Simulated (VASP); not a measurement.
# SnSe (Fm-3m) in VASP: a series of runs

The runs below take SnSe through single point, with PBE.

All numbers are computed with VASP 6.6.1; they aren't measurements. Logs are shortened: lines on timing, memory, paths and dates and some standing lists are left out, and cuts for length are marked.

### 1 The cell of the first run

It takes space group Fm-3m (No. 225, cubic). Conventional cell: a = 5.980 Å, b = 5.980 Å, c = 5.980 Å, α = 90.00°, β = 90.00°, γ = 90.00°. Within 3.9 Å of Sn (site symmetry m-3m) lie 6 Se at 2.99 Å. Within 3.9 Å of Se (site symmetry m-3m) lie 6 Sn at 2.99 Å.

### 2 Single point, PBE (volume scaled by 0.98)

Input file INCAR:

```
SYSTEM = SnSe
PREC     = Accurate       ! precision mode
ENCUT    = 520            ! plane-wave cutoff, eV
EDIFF    = 1E-6           ! SCF threshold, eV
ISMEAR   = -1             ! smearing method
SIGMA    = 0.02           ! smearing width, eV
LREAL    = .FALSE.        ! projectors in reciprocal space
LASPH    = .TRUE.         ! aspherical terms in the spheres
NELM     = 80             ! most SCF steps
ALGO     = Normal         ! electronic algorithm
ISIF     = 2              ! what is computed and relaxed
LWAVE    = .FALSE.        ! write WAVECAR
LCHARG   = .FALSE.        ! write CHGCAR
GGA      = PE             ! functional
NBANDS   = 17             ! bands
```

Input file KPOINTS:

```
Automatic mesh
0
G
  9 9 9
  0 0 0
```

Input file POSCAR:

```
SnSe
1.0
    0.0000000000      2.9897980490      2.9897980490
    2.9897980490      0.0000000000      2.9897980490
    2.9897980490      2.9897980490      0.0000000000
Sn Se
1 1
Direct
    0.0000000000      0.0000000000      0.0000000000
    0.5000000000      0.5000000000      0.5000000000
```

Potentials or basis: VASP PAW PBE potentials, release 64 (Sn_d, Se).

On the command line:

```
$ cat potpaw_PBE.64/Sn_d/POTCAR potpaw_PBE.64/Se/POTCAR > POTCAR
$ mpirun -np 1 vasp_std > vasp.out
```

OUTCAR:

```text
SYSTEM = SnSe
   PREC = Accurate
   ENCUT = 520
   EDIFF = 1E-6
   ISMEAR = -1
   LREAL = .FALSE.
   LASPH = .TRUE.
   NELM = 80
   ISIF = 2
   GGA = PE

 ion  position               nearest neighbor table
   1  0.000  0.000  0.000-   2 2.99   2 2.99   2 2.99   2 2.99   2 2.99   2 2.99
   2  0.500  0.500  0.500-   1 2.99   1 2.99   1 2.99   1 2.99   1 2.99   1 2.99

  LATTYP: Found a face centered cubic cell.
 ALAT       =     5.9795960980

  Lattice vectors:

 A1 = (   0.0000000000,   2.9897980490,   2.9897980490)
 A2 = (   2.9897980490,   0.0000000000,   2.9897980490)
 A3 = (   2.9897980490,   2.9897980490,   0.0000000000)

Analysis of symmetry for initial positions (statically):
=====================================================================
 Subroutine PRICEL returns:
 Original cell was already a primitive cell.

 Routine SETGRP: Setting up the symmetry group for a
 face centered cubic supercell.

 Subroutine GETGRP returns: Found 48 space group operations
 (whereof 48 operations were pure point group operations)
 out of a pool of 48 trial point group operations.

The static configuration has the point symmetry O_h .

Analysis of symmetry for dynamics (positions and initial velocities):
=====================================================================
 Subroutine PRICEL returns:
 Original cell was already a primitive cell.

 Routine SETGRP: Setting up the symmetry group for a
 face centered cubic supercell.

 Subroutine GETGRP returns: Found 48 space group operations
 (whereof 48 operations were pure point group operations)
 out of a pool of 48 trial point group operations.

The dynamic configuration has the point symmetry O_h .

 Subroutine INISYM returns: Found 48 space group operations
 (whereof 48 operations are pure point group operations),
 and found     1 'primitive' translations

----------------------------------------------------------------------------------------

                                     Primitive cell

  volume of cell :      53.4510

  direct lattice vectors                    reciprocal lattice vectors
     0.000000000  2.989798049  2.989798049    -0.167235376  0.167235376  0.167235376
     2.989798049  0.000000000  2.989798049     0.167235376 -0.167235376  0.167235376
     2.989798049  2.989798049  0.000000000     0.167235376  0.167235376 -0.167235376

  length of vectors
     4.228212950  4.228212950  4.228212950     0.289660168  0.289660168  0.289660168

  position of ions in fractional coordinates (direct lattice)
     0.000000000  0.000000000  0.000000000
     0.500000000  0.500000000  0.500000000

  ion indices of the primitive-cell ions
   primitive index   ion index
                 1           1
                 2           2

----------------------------------------------------------------------------------------

 KPOINTS: Automatic mesh

Automatic generation of k-mesh.
 Grid dimensions read from file:
 generate k-points for:    9    9    9

 Generating k-lattice:

  Cartesian coordinates                     Fractional coordinates (reciprocal lattice)
    -0.018581708  0.018581708  0.018581708     0.111111111  0.000000000  0.000000000
     0.018581708 -0.018581708  0.018581708     0.000000000  0.111111111  0.000000000
     0.018581708  0.018581708 -0.018581708     0.000000000  0.000000000  0.111111111

  Length of vectors
     0.032184463  0.032184463  0.032184463

  Shift w.r.t. Gamma in fractional coordinates (k-lattice)
     0.000000000  0.000000000  0.000000000

 Subroutine IBZKPT returns following result:
 ===========================================

 Found     35 irreducible k-points:

 Following reciprocal coordinates:
            Coordinates               Weight
  0.000000  0.000000  0.000000      1.000000
  0.111111  0.000000  0.000000      8.000000
  0.222222  0.000000  0.000000      8.000000
  0.333333  0.000000  0.000000      8.000000
  0.444444  0.000000  0.000000      8.000000
  0.111111  0.111111  0.000000      6.000000
[... 16 lines left out ...]
 -0.333333  0.333333  0.000000     12.000000
  0.444444  0.444444  0.000000      6.000000
 [... further k-points ...]
   k-points           NKPTS =     35   k-points in BZ     NKDIM =     35   number of bands    NBANDS=     17
   number of dos      NEDOS =    301   number of ions     NIONS =      2
   total plane-waves  NPLWV =  32768
   dimension x,y,z NGX =    32 NGY =   32 NGZ =   32
   dimension x,y,z NGXF=    64 NGYF=   64 NGZF=   64
   ions per type =               1   1
   NGX,Y,Z   is equivalent  to a cutoff of  12.58, 12.58, 12.58 a.u.
   NGXF,Y,Z  is equivalent  to a cutoff of  25.16, 25.16, 25.16 a.u.
 SYSTEM =  SnSe
   PREC   = accura    normal or accurate (medium, high low for compatibility)
   ISTART =      0    job   : 0-new  1-cont  2-samecut
   ICHARG =      2    charge: 1-file 2-atom 10-const
   ISPIN  =      1    spin polarized calculation?
   LNONCOLLINEAR =      F non collinear calculations
   LSORBIT =      F    spin-orbit coupling
   LASPH  =      T    aspherical Exc in radial PAW
   ENCUT  =  520.0 eV  38.22 Ry    6.18 a.u.   7.86  7.86  7.86*2*pi/ulx,y,z
   NELM   =     80;   NELMIN=  2; NELMDL= -5     # of ELM steps
   EDIFF  = 0.1E-05   stopping-criterion for ELM
   LREAL  =      F    real-space projection
   EDIFFG = 0.1E-04   stopping-criterion for IOM
   NSW    =      0    number of steps for IOM
   IBRION =     -1    ionic relax: 0-MD 1-quasi-New 2-CG
   NFREE  =      0    steps in history (QN), initial steepest desc. (CG)
   ISIF   =      2    stress and relaxation
   ISYM   =      2    0-nonsym 1-usesym 2-fastsym
   POTIM  = 0.5000    time-step for ionic-motion
   TEBEG  =    0.0;   TEEND  =   0.0 temperature during run
   PSTRESS=    0.0 pullay stress
   NELECT =      20.0000    total number of electrons
   NUPDOWN=      -1.0000    fix difference up-down
   EMIN   =  10.00;   EMAX   =-10.00  energy-range for DOS
   EFERMI =   0.00;   METHOD = LEGACY
   ISMEAR =    -1;   SIGMA  =   0.02  broadening in eV -4-tet -1-fermi 0-gaus
   EFERMI_NEDOS =   21; number of points for ismear=-14 and -15
   IALGO  =     38    algorithm
   IMIX   =      4    mixing-type and parameters
     AMIX     =   0.40;   BMIX     =  1.00
     AMIX_MAG =   1.60;   BMIX_MAG =  1.00
  volume/ion in A,a.u.               =      26.73       180.35
  Fermi-wavevector in a.u.,A,eV,Ry     =   1.179686  2.229283 18.934661  1.391658
  Thomas-Fermi vector in A             =   2.315992
   LORBIT       =      0    0 simple, 1 ext, 2 COOP (PROOUT), +10 PAW based schemes
   GGA     = PE    functional components
   LHFCALC =     F    Hartree Fock is set to
   AEXX    =    0.0000 exact exchange contribution
   IVDW    =     0    specifies the selected vdW correction
   LEPSILON=     F    determine dielectric tensor
   LRPA    =     F    only Hartree local field effects (RPA)
 non-spin polarized calculation
  energy-cutoff  :      520.00
  volume of cell :       53.45
 maximum number of plane-waves:      1459
   NGX = 15   NGY = 15   NGZ = 15

 number of electron      20.0000008 magnetization

 Free energy of the ion-electron system (eV)
  ---------------------------------------------------
  ext. energy  EPLUGINS =         0.00000000
  ---------------------------------------------------
  free energy    TOTEN  =        -8.20319535 eV

  energy without entropy =       -8.20319533  energy(sigma->0) =       -8.20319534

 E-fermi :   6.0719     XC(G=0):  -9.6898

 val. band max:        5.7812194804   @ k =  -0.3333   0.1111   0.0000
 cond. band min:       6.3624448767   @ k =  -0.3333   0.1111   0.0000
 fundamental gap:      0.5812253964
 Fermi energy:         6.0719031013

 k-point     1 :       0.0000    0.0000    0.0000
  band No.  band energies     occupation
      1     -15.7847      2.00000
      2     -15.7847      2.00000
      3     -15.7847      2.00000
      4     -15.7832      2.00000
      5     -15.7832      2.00000
      6      -8.1876      2.00000
[... 9 lines left out ...]
     16      11.6565      0.00000
     17      13.9940      0.00000

 k-point     2 :       0.1111    0.0000    0.0000
  band No.  band energies     occupation
      1     -15.7847      2.00000
      2     -15.7847      2.00000
      3     -15.7843      2.00000
      4     -15.7826      2.00000
      5     -15.7826      2.00000
      6      -8.0975      2.00000
[... 9 lines left out ...]
     16      11.9609      0.00000
     17      14.8531      0.00000

 k-point     3 :       0.2222    0.0000    0.0000
  band No.  band energies     occupation
      1     -15.7871      2.00000
      2     -15.7871      2.00000
      3     -15.7835      2.00000
      4     -15.7785      2.00000
      5     -15.7785      2.00000
      6      -7.8478      2.00000
[... 9 lines left out ...]
     16      12.7432      0.00000
     17      16.7071      0.00000

 k-point     4 :       0.3333    0.0000    0.0000
  band No.  band energies     occupation
      1     -15.7901      2.00000
      2     -15.7901      2.00000
      3     -15.7827      2.00000
      4     -15.7738      2.00000
      5     -15.7738      2.00000
      6      -7.5131      2.00000
[... 9 lines left out ...]
     16      13.9514      0.00000
     17      17.8094      0.00000

 k-point     5 :       0.4444    0.0000    0.0000
  band No.  band energies     occupation
      1     -15.7920      2.00000
      2     -15.7920      2.00000
      3     -15.7821      2.00000
      4     -15.7707      2.00000
      5     -15.7707      2.00000
      6      -7.2506      2.00000
[... 9 lines left out ...]
     16      15.4901      0.00000
     17      16.4196      0.00000

 k-point     6 :       0.1111    0.1111    0.0000
  band No.  band energies     occupation
      1     -15.7857      2.00000
      2     -15.7855      2.00000
      3     -15.7825      2.00000
      4     -15.7825      2.00000
      5     -15.7822      2.00000
      6      -8.0673      2.00000
[... 9 lines left out ...]
     16      12.5276      0.00000
     17      14.1548      0.00000

 k-point     7 :       0.2222    0.1111    0.0000
  band No.  band energies     occupation
      1     -15.7888      2.00000
      2     -15.7854      2.00000
      3     -15.7837      2.00000
      4     -15.7797      2.00000
      5     -15.7779      2.00000
      6      -7.8704      2.00000
[... 9 lines left out ...]
     16      13.3424      0.00000
     17      15.2080      0.00000

 k-point     8 :       0.3333    0.1111    0.0000
  band No.  band energies     occupation
      1     -15.7922      2.00000
      2     -15.7864      2.00000
      3     -15.7837      2.00000
      4     -15.7764      2.00000
      5     -15.7732      2.00000
      6      -7.5609      2.00000
[... 9 lines left out ...]
     16      14.4927      0.00000
     17      17.1833      0.00000
[... 203 lines left out ...]
      1     -15.7914      2.00000
      2     -15.7882      2.00000
      3     -15.7809      2.00000
      4     -15.7764      2.00000
      5     -15.7736      2.00000
      6      -7.3977      2.00000
[... 9 lines left out ...]
     16      15.5524      0.00000
     17      16.3415      0.00000

 k-point    20 :       0.3333    0.3333    0.0000
  band No.  band energies     occupation
      1     -15.8048      2.00000
      2     -15.7900      2.00000
      3     -15.7770      2.00000
      4     -15.7705      2.00000
      5     -15.7705      2.00000
      6      -7.2948      2.00000
[... 9 lines left out ...]
     16      16.5524      0.00000
     17      16.8012      0.00000

 k-point    21 :       0.4444    0.3333    0.0000
  band No.  band energies     occupation
      1     -15.8083      2.00000
      2     -15.7895      2.00000
      3     -15.7775      2.00000
      4     -15.7688      2.00000
      5     -15.7678      2.00000
      6      -7.0820      2.00000
[... 9 lines left out ...]
     16      17.0804      0.00000
     17      17.6826      0.00000

 k-point    22 :      -0.4444    0.3333    0.0000
  band No.  band energies     occupation
      1     -15.8070      2.00000
      2     -15.7859      2.00000
      3     -15.7800      2.00000
      4     -15.7700      2.00000
      5     -15.7678      2.00000
      6      -6.9476      2.00000
[... 9 lines left out ...]
     16      16.2407      0.00000
     17      18.1563      0.00000

 k-point    23 :      -0.3333    0.3333    0.0000
  band No.  band energies     occupation
      1     -15.8020      2.00000
      2     -15.7835      2.00000
      3     -15.7804      2.00000
      4     -15.7736      2.00000
      5     -15.7700      2.00000
      6      -6.9721      2.00000
[... 9 lines left out ...]
     16      14.9104      0.00000
     17      17.4618      0.00000

 k-point    24 :       0.4444    0.4444    0.0000
  band No.  band energies     occupation
      1     -15.8135      2.00000
      2     -15.7915      2.00000
      3     -15.7752      2.00000
      4     -15.7661      2.00000
      5     -15.7661      2.00000
      6      -6.9634      2.00000
[... 9 lines left out ...]
     16      17.6690      0.00000
     17      18.4806      0.00000

 [... further k-points ...]
[... 5 lines left out ...]
  --------------------------------------------------------------------------------------
  -------------------------------------------------------------------------------------
  Total        0.7110420      0.7110420      0.7110420      0.0000000      0.0000000      0.0000000
  in kB       21.3132800     21.3132800     21.3132800      0.0000000      0.0000000      0.0000000
  external PRESSURE =      21.3132800 kB  Pullay stress =       0.0000000 kB

 VOLUME and BASIS-vectors are now :
 -----------------------------------------------------------------------------
  energy-cutoff  :      520.00
  volume of cell :       53.45
      direct lattice vectors                 reciprocal lattice vectors
     0.000000000  2.989798049  2.989798049    -0.167235376  0.167235376  0.167235376
     2.989798049  0.000000000  2.989798049     0.167235376 -0.167235376  0.167235376
     2.989798049  2.989798049  0.000000000     0.167235376  0.167235376 -0.167235376

 POSITION                                       TOTAL-FORCE (eV/Angst)
 -----------------------------------------------------------------------------------
      0.00000      0.00000      0.00000         0.000000     -0.000000      0.000000
      2.98980      2.98980      2.98980        -0.000000      0.000000     -0.000000
 -----------------------------------------------------------------------------------
    total drift:                                0.000000     -0.000000     -0.000000

  FREE ENERGIE OF THE ION-ELECTRON SYSTEM (eV)
  ---------------------------------------------------
  free  energy   TOTEN  =        -8.2031953511 eV

  energy  without entropy=       -8.2031953310  energy(sigma->0) =       -8.20319534
```

It took 16 s on 1 thread of Intel Xeon Platinum 8259CL at 2.50GHz (Skylake/Cascade Lake), shared host; peak memory 0.19 GiB.

What came out:

```
Free energy : -8.2032 eV
Pressure    : 2.1 GPa
```

Levels at points of the mesh, in eV from the Fermi level:
```csv
k point,band 7,band 8,band 9,band 10,band 11,band 12,band 13,band 14
"(0.00, 0.00, 0.00)",-5.26,-2.50,-2.50,-2.50,4.14,4.14,4.14,5.58
```

Caveat: this odd mesh misses L, where the gap lies, so gap, dielectric constants and Born charges aren't listed; spin-orbit coupling is left out, which moves the levels of the heavy elements.

### 3 Single point, PBE (volume scaled by 1.02)

Input file INCAR:

```
  ALGO = Normal
  EDIFF = 1E-6
  ENCUT = 520
  GGA = PE
  ISIF = 2
  ISMEAR = -1
  LASPH = T
  LCHARG = F
  LREAL = F
  LWAVE = F
  NBANDS = 17
  NELM = 100
  PREC = Accurate
  SIGMA = 0.02
```

Input file KPOINTS:

```
k-points
0
Gamma
  9 9 9
```

Input file POSCAR:

```
SnSe
1.0
    0.0000000000      3.0299343558      3.0299343558
    3.0299343558      0.0000000000      3.0299343558
    3.0299343558      3.0299343558      0.0000000000
Sn Se
1 1
Direct
    0.0000000000      0.0000000000      0.0000000000
    0.5000000000      0.5000000000      0.5000000000
```

Potentials or basis: VASP PAW PBE potentials, release 64 (Sn_d, Se).

On the command line:

```
$ cat potpaw_PBE.64/Sn_d/POTCAR potpaw_PBE.64/Se/POTCAR > POTCAR
$ mpirun -np 1 vasp_std > vasp.out
```

Run time: 17 s. Hardware: 1 thread of Intel Xeon Platinum 8259CL at 2.50GHz (Skylake/Cascade Lake), shared host; peak memory 0.19 GiB.

The run converged. Its results:

```yaml
Free_energy: -8.2179 eV
Pressure: 0.0 GPa
```

Levels at points of the mesh, in eV from the Fermi level:
```tsv
k point	band 7	band 8	band 9	band 10	band 11	band 12	band 13	band 14
(0.00, 0.00, 0.00)	-5.35	-2.36	-2.36	-2.36	4.02	4.02	4.02	5.67
```

Caveat: this odd mesh misses L, where the gap lies, so gap, dielectric constants and Born charges aren't listed; spin-orbit coupling is left out, which moves the levels of the heavy elements.
